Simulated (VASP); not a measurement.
Runs of VASP 6.6.1 on HfPb2. The structure is that of space group P-3m1 (No. 164), or close to it. The cells are those of the table. 

```csv
task,cell,k mesh,cutoff (eV),gap on the mesh (eV),pressure (GPa),largest force (eV/Å)
single point,"a = 3.294, b = 3.294, c = 8.785 Å, angles 90.0, 90.0, 120.0°, 3 atoms",6 × 6 × 2,520,none,-0.1,0.04
single point,"a = 3.353, b = 3.353, c = 8.528 Å, angles 90.0, 90.0, 120.0°, 3 atoms",6 × 6 × 2,520,none,-1.7,(a)
single point,"a = 3.409, b = 3.409, c = 7.982 Å, angles 90.0, 90.0, 120.0°, 3 atoms",18 × 18 × 6,520,none,-0.2,(b)
relaxation of cell and atoms,"relaxed from a = 3.353, b = 3.353, c = 8.528 Å, angles 90.0, 90.0, 120.0°, 3 atoms",6 × 6 × 2,600,none,0.0,-
```

Alike in all rows: level PBE; potentials or basis VASP PAW PBE potentials, release 64 (Hf_pv, Pb_d); no spin polarisation; smearing gaussian 0.1 eV.

Problem. Fill in the values left out.

Solution. (a) 0.52; (b) 0.02.

Caveats: some runs use coarse meshes; spin-orbit coupling is left out, which moves the levels of the heavy elements.

A k mesh can miss the band edges, and the runs leave out spin-orbit coupling on Hf, Pb.

A gap of «none» marks levels without a gap at the run's occupations.
